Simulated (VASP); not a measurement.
# SiW (rocksalt type) (Fm-3m) in VASP: further runs

Runs on SiW (rocksalt type). Level: PBE. Tasks: single point.

Everything below comes from runs of VASP 6.6.1. Logs are shortened: lines on timing, memory, paths and dates and some standing lists are left out, and cuts for length are marked.

## 1. The cell of the first run

It takes space group Fm-3m (No. 225, cubic). Conventional cell: a = 4.416 Å, b = 4.416 Å, c = 4.416 Å, α = 90.00°, β = 90.00°, γ = 90.00°. Within 2.9 Å of W (site symmetry m-3m) lie 6 Si at 2.21 Å. Within 2.9 Å of Si (site symmetry m-3m) lie 6 W at 2.21 Å.

## 2. Single point, PBE

Input file INCAR:

```
SYSTEM = SiW
PREC     = Accurate       ! precision mode
ENCUT    = 520            ! plane-wave cutoff, eV
EDIFF    = 1E-6           ! SCF threshold, eV
ISMEAR   = -1             ! smearing method
SIGMA    = 0.1            ! smearing width, eV
LREAL    = .FALSE.        ! projectors in reciprocal space
LASPH    = .TRUE.         ! aspherical terms in the spheres
NELM     = 60             ! most SCF steps
ALGO     = Normal         ! electronic algorithm
ISIF     = 2              ! what is computed and relaxed
LWAVE    = .FALSE.        ! write WAVECAR
LCHARG   = .FALSE.        ! write CHGCAR
GGA      = PE             ! functional
NBANDS   = 16             ! bands
```

Input file KPOINTS:

```
Automatic mesh
0
G
  15 15 15
  0 0 0
```

Input file POSCAR:

```
SiW
1.0
    0.0000000000      2.2082399997      2.2082399997
    2.2082399997      0.0000000000      2.2082399997
    2.2082399997      2.2082399997      0.0000000000
W Si
1 1
Direct
    0.0000000000      0.0000000000      0.0000000000
    0.5000000000      0.5000000000      0.5000000000
```

Potentials or basis: VASP PAW PBE potentials, release 64 (W_sv, Si).

The run is started by

```
$ cat potpaw_PBE.64/W_sv/POTCAR potpaw_PBE.64/Si/POTCAR > POTCAR
$ mpirun -np 1 vasp_std > vasp.out
```

OUTCAR:

```text
SYSTEM = SiW
   PREC = Accurate
   ENCUT = 520
   EDIFF = 1E-6
   ISMEAR = -1
   LREAL = .FALSE.
   LASPH = .TRUE.
   NELM = 60
   ISIF = 2
   GGA = PE

 ion  position               nearest neighbor table
   1  0.000  0.000  0.000-   2 2.21   2 2.21   2 2.21   2 2.21   2 2.21   2 2.21
   2  0.500  0.500  0.500-   1 2.21   1 2.21   1 2.21   1 2.21   1 2.21   1 2.21

  LATTYP: Found a face centered cubic cell.
 ALAT       =     4.4164799994

  Lattice vectors:

 A1 = (   0.0000000000,   2.2082399997,   2.2082399997)
 A2 = (   2.2082399997,   0.0000000000,   2.2082399997)
 A3 = (   2.2082399997,   2.2082399997,   0.0000000000)

Analysis of symmetry for initial positions (statically):
=====================================================================
 Subroutine PRICEL returns:
 Original cell was already a primitive cell.

 Routine SETGRP: Setting up the symmetry group for a
 face centered cubic supercell.

 Subroutine GETGRP returns: Found 48 space group operations
 (whereof 48 operations were pure point group operations)
 out of a pool of 48 trial point group operations.

The static configuration has the point symmetry O_h .

Analysis of symmetry for dynamics (positions and initial velocities):
=====================================================================
 Subroutine PRICEL returns:
 Original cell was already a primitive cell.

 Routine SETGRP: Setting up the symmetry group for a
 face centered cubic supercell.

 Subroutine GETGRP returns: Found 48 space group operations
 (whereof 48 operations were pure point group operations)
 out of a pool of 48 trial point group operations.

The dynamic configuration has the point symmetry O_h .

 Subroutine INISYM returns: Found 48 space group operations
 (whereof 48 operations are pure point group operations),
 and found     1 'primitive' translations

----------------------------------------------------------------------------------------

                                     Primitive cell

  volume of cell :      21.5362

  direct lattice vectors                    reciprocal lattice vectors
     0.000000000  2.208240000  2.208240000    -0.226424664  0.226424664  0.226424664
     2.208240000  0.000000000  2.208240000     0.226424664 -0.226424664  0.226424664
     2.208240000  2.208240000  0.000000000     0.226424664  0.226424664 -0.226424664

  length of vectors
     3.122922957  3.122922957  3.122922957     0.392179022  0.392179022  0.392179022

  position of ions in fractional coordinates (direct lattice)
     0.000000000  0.000000000  0.000000000
     0.500000000  0.500000000  0.500000000

  ion indices of the primitive-cell ions
   primitive index   ion index
                 1           1
                 2           2

----------------------------------------------------------------------------------------

 KPOINTS: Automatic mesh

Automatic generation of k-mesh.
 Grid dimensions read from file:
 generate k-points for:   15   15   15

 Generating k-lattice:

  Cartesian coordinates                     Fractional coordinates (reciprocal lattice)
    -0.015094978  0.015094978  0.015094978     0.066666667  0.000000000  0.000000000
     0.015094978 -0.015094978  0.015094978     0.000000000  0.066666667  0.000000000
     0.015094978  0.015094978 -0.015094978     0.000000000  0.000000000  0.066666667

  Length of vectors
     0.026145268  0.026145268  0.026145268

  Shift w.r.t. Gamma in fractional coordinates (k-lattice)
     0.000000000  0.000000000  0.000000000

 Subroutine IBZKPT returns following result:
 ===========================================

 Found    120 irreducible k-points:

 Following reciprocal coordinates:
            Coordinates               Weight
  0.000000  0.000000  0.000000      1.000000
  0.066667  0.000000  0.000000      8.000000
  0.133333  0.000000  0.000000      8.000000
  0.200000  0.000000  0.000000      8.000000
  0.266667  0.000000  0.000000      8.000000
  0.333333  0.000000  0.000000      8.000000
[... 16 lines left out ...]
  0.133333  0.133333  0.000000      6.000000
  0.200000  0.133333  0.000000     24.000000
 [... further k-points ...]
   k-points           NKPTS =    120   k-points in BZ     NKDIM =    120   number of bands    NBANDS=     16
   number of dos      NEDOS =    301   number of ions     NIONS =      2
   total plane-waves  NPLWV =  13824
   dimension x,y,z NGX =    24 NGY =   24 NGZ =   24
   dimension x,y,z NGXF=    48 NGYF=   48 NGZF=   48
   ions per type =               1   1
   NGX,Y,Z   is equivalent  to a cutoff of  12.78, 12.78, 12.78 a.u.
   NGXF,Y,Z  is equivalent  to a cutoff of  25.55, 25.55, 25.55 a.u.
 SYSTEM =  SiW
   PREC   = accura    normal or accurate (medium, high low for compatibility)
   ISTART =      0    job   : 0-new  1-cont  2-samecut
   ICHARG =      2    charge: 1-file 2-atom 10-const
   ISPIN  =      1    spin polarized calculation?
   LNONCOLLINEAR =      F non collinear calculations
   LSORBIT =      F    spin-orbit coupling
   LASPH  =      T    aspherical Exc in radial PAW
   ENCUT  =  520.0 eV  38.22 Ry    6.18 a.u.   5.81  5.81  5.81*2*pi/ulx,y,z
   NELM   =     60;   NELMIN=  2; NELMDL= -5     # of ELM steps
   EDIFF  = 0.1E-05   stopping-criterion for ELM
   LREAL  =      F    real-space projection
   EDIFFG = 0.1E-04   stopping-criterion for IOM
   NSW    =      0    number of steps for IOM
   IBRION =     -1    ionic relax: 0-MD 1-quasi-New 2-CG
   NFREE  =      0    steps in history (QN), initial steepest desc. (CG)
   ISIF   =      2    stress and relaxation
   ISYM   =      2    0-nonsym 1-usesym 2-fastsym
   POTIM  = 0.5000    time-step for ionic-motion
   TEBEG  =    0.0;   TEEND  =   0.0 temperature during run
   PSTRESS=    0.0 pullay stress
   NELECT =      18.0000    total number of electrons
   NUPDOWN=      -1.0000    fix difference up-down
   EMIN   =  10.00;   EMAX   =-10.00  energy-range for DOS
   EFERMI =   0.00;   METHOD = LEGACY
   ISMEAR =    -1;   SIGMA  =   0.10  broadening in eV -4-tet -1-fermi 0-gaus
   EFERMI_NEDOS =   21; number of points for ismear=-14 and -15
   IALGO  =     38    algorithm
   IMIX   =      4    mixing-type and parameters
     AMIX     =   0.40;   BMIX     =  1.00
     AMIX_MAG =   1.60;   BMIX_MAG =  1.00
  volume/ion in A,a.u.               =      10.77        72.67
  Fermi-wavevector in a.u.,A,eV,Ry     =   1.542089  2.914125 32.355171  2.378038
  Thomas-Fermi vector in A             =   2.647943
   LORBIT       =      0    0 simple, 1 ext, 2 COOP (PROOUT), +10 PAW based schemes
   GGA     = PE    functional components
   LHFCALC =     F    Hartree Fock is set to
   AEXX    =    0.0000 exact exchange contribution
   IVDW    =     0    specifies the selected vdW correction
   LEPSILON=     F    determine dielectric tensor
   LRPA    =     F    only Hartree local field effects (RPA)
 non-spin polarized calculation
  energy-cutoff  :      520.00
  volume of cell :       21.54
 maximum number of plane-waves:       590
   NGX = 11   NGY = 11   NGZ = 11

 number of electron      18.0000002 magnetization

 Free energy of the ion-electron system (eV)
  ---------------------------------------------------
  ext. energy  EPLUGINS =         0.00000000
  ---------------------------------------------------
  free energy    TOTEN  =       -13.53302449 eV

  energy without entropy =      -13.49682952  energy(sigma->0) =      -13.51492700

 E-fermi :  16.1243     XC(G=0): -14.1636

 val. band max:       16.1193935353   @ k =  -0.4667   0.2000   0.0000
 cond. band min:      16.1339228273   @ k =  -0.4667   0.2000   0.0667
 fundamental gap:      0.0145292921
 Fermi energy:        16.1243475141

 k-point     1 :       0.0000    0.0000    0.0000
  band No.  band energies     occupation
      1     -57.8444      2.00000
      2     -22.2216      2.00000
      3     -22.2216      2.00000
      4     -22.2216      2.00000
      5       1.1184      2.00000
      6      12.2646      2.00000
[... 8 lines left out ...]
     15      32.0297      0.00000
     16      35.0693      0.00000

 k-point     2 :       0.0667    0.0000    0.0000
  band No.  band energies     occupation
      1     -57.8426      2.00000
      2     -22.2523      2.00000
      3     -22.2257      2.00000
      4     -22.2257      2.00000
      5       1.2670      2.00000
      6      12.0771      2.00000
[... 8 lines left out ...]
     15      32.2755      0.00000
     16      34.1628      0.00000

 k-point     3 :       0.1333    0.0000    0.0000
  band No.  band energies     occupation
      1     -57.8376      2.00000
      2     -22.3380      2.00000
      3     -22.2371      2.00000
      4     -22.2371      2.00000
      5       1.7007      2.00000
      6      11.5845      2.00000
[... 8 lines left out ...]
     15      31.6383      0.00000
     16      33.1771      0.00000

 k-point     4 :       0.2000    0.0000    0.0000
  band No.  band energies     occupation
      1     -57.8303      2.00000
      2     -22.4619      2.00000
      3     -22.2538      2.00000
      4     -22.2538      2.00000
      5       2.3836      2.00000
      6      10.9238      2.00000
[... 8 lines left out ...]
     15      29.8461      0.00000
     16      31.2530      0.00000
[... 324 lines left out ...]
 k-point    22 :      -0.0667    0.0667    0.0000
  band No.  band energies     occupation
      1     -57.8398      2.00000
      2     -22.2951      2.00000
      3     -22.2428      2.00000
      4     -22.2276      2.00000
      5       1.5100      2.00000
      6      11.8252      2.00000
[... 8 lines left out ...]
     15      32.1484      0.00000
     16      33.3383      0.00000

 k-point    23 :       0.1333    0.1333    0.0000
  band No.  band energies     occupation
      1     -57.8354      2.00000
      2     -22.3362      2.00000
      3     -22.2615      2.00000
      4     -22.2615      2.00000
      5       1.8811      2.00000
      6      11.5154      2.00000
[... 8 lines left out ...]
     15      31.8408      0.00000
     16      31.8408      0.00000

 k-point    24 :       0.2000    0.1333    0.0000
  band No.  band energies     occupation
      1     -57.8300      2.00000
      2     -22.4162      2.00000
      3     -22.2818      2.00000
      4     -22.2767      2.00000
      5       2.3684      2.00000
      6      11.0803      2.00000
[... 8 lines left out ...]
     15      30.0006      0.00000
     16      30.6090      0.00000

 [... further k-points ...]
[... 5 lines left out ...]
  --------------------------------------------------------------------------------------
  -------------------------------------------------------------------------------------
  Total       21.6581401     21.6581401     21.6581401     -0.0000000     -0.0000000      0.0000000
  in kB     1611.2499947   1611.2499947   1611.2499947     -0.0000000     -0.0000000      0.0000000
  external PRESSURE =    1611.2499947 kB  Pullay stress =       0.0000000 kB

 VOLUME and BASIS-vectors are now :
 -----------------------------------------------------------------------------
  energy-cutoff  :      520.00
  volume of cell :       21.54
      direct lattice vectors                 reciprocal lattice vectors
     0.000000000  2.208240000  2.208240000    -0.226424664  0.226424664  0.226424664
     2.208240000  0.000000000  2.208240000     0.226424664 -0.226424664  0.226424664
     2.208240000  2.208240000  0.000000000     0.226424664  0.226424664 -0.226424664

 POSITION                                       TOTAL-FORCE (eV/Angst)
 -----------------------------------------------------------------------------------
      0.00000      0.00000      0.00000         0.000000      0.000000     -0.000000
      2.20824      2.20824      2.20824        -0.000000     -0.000000      0.000000
 -----------------------------------------------------------------------------------
    total drift:                                0.000000     -0.000000     -0.000000

  FREE ENERGIE OF THE ION-ELECTRON SYSTEM (eV)
  ---------------------------------------------------
  free  energy   TOTEN  =       -13.5330244861 eV

  energy  without entropy=      -13.4968295183  energy(sigma->0) =      -13.51492700
```

Run time: 11 s. Hardware: 1 thread of Intel Xeon 6975P-C (Granite Rapids), shared host; peak memory 0.16 GiB.

Results:

- Free energy: -13.5330 eV
- Pressure: 161.1 GPa
- Band gap on the k mesh: zero (band 9 reaches 17.32 eV, above the bottom of band 10 at 13.25 eV)

Levels at points of the mesh, in eV from the Fermi level:
```tsv
k point	band 5	band 6	band 7	band 8	band 9	band 10	band 11	band 12	band 13	band 14
(0.00, 0.00, 0.00)	-15.01	-3.86	-3.86	-3.86	-2.63	-2.63	3.68	3.68	3.68	7.83
```

Caveat: spin-orbit coupling is left out, which moves the levels of the heavy elements.

## 3. Single point, PBE

Input file INCAR:

```
SYSTEM = SiW
  PREC = Accurate
  ENCUT = 520
  EDIFF = 1E-6
  ISMEAR = -1
  SIGMA = 0.1
  LREAL = .FALSE.
  LASPH = .TRUE.
  NELM = 80
  ALGO = Normal
  ISIF = 2
  LWAVE = .FALSE.
  LCHARG = .FALSE.
  GGA = PE
  NBANDS = 16
```

Input file KPOINTS:

```
regular mesh
0
G
  15 15 15
  0 0 0
```

Input file POSCAR:

```
SiW
1.0
    0.0000000000      2.2071441423      2.2071441423
    2.2071441423      0.0000000000      2.2071441423
    2.2071441423      2.2071441423      0.0000000000
W Si
1 1
Direct
    0.0000000000      0.0000000000      0.0000000000
    0.5000000000      0.5000000000      0.5000000000
```

Potentials or basis: VASP PAW PBE potentials, release 64 (W_sv, Si).

The run is started by

```
$ cat potpaw_PBE.64/W_sv/POTCAR potpaw_PBE.64/Si/POTCAR > POTCAR
$ mpirun -np 1 vasp_std > vasp.out
```

Wall time 12 s (1 thread of Intel Xeon 6975P-C (Granite Rapids), shared host); peak memory 0.16 GiB.

It converged, with:

```yaml
Free_energy: -13.5007 eV
Pressure: 162.2 GPa
Band_gap_on_the_k_mesh: zero (band 9 reaches 17.35 eV, above the bottom of band 10 at 13.27 eV)
```

Levels at points of the mesh, in eV from the Fermi level:
| k point | band 7 | band 8 | band 9 | band 10 | band 11 | band 12 |
| --- | --- | --- | --- | --- | --- | --- |
| (0.00, 0.00, 0.00) | -3.87 | -3.87 | -2.64 | -2.64 | 3.68 | 3.68 |

Caveat: spin-orbit coupling is left out, which moves the levels of the heavy elements.
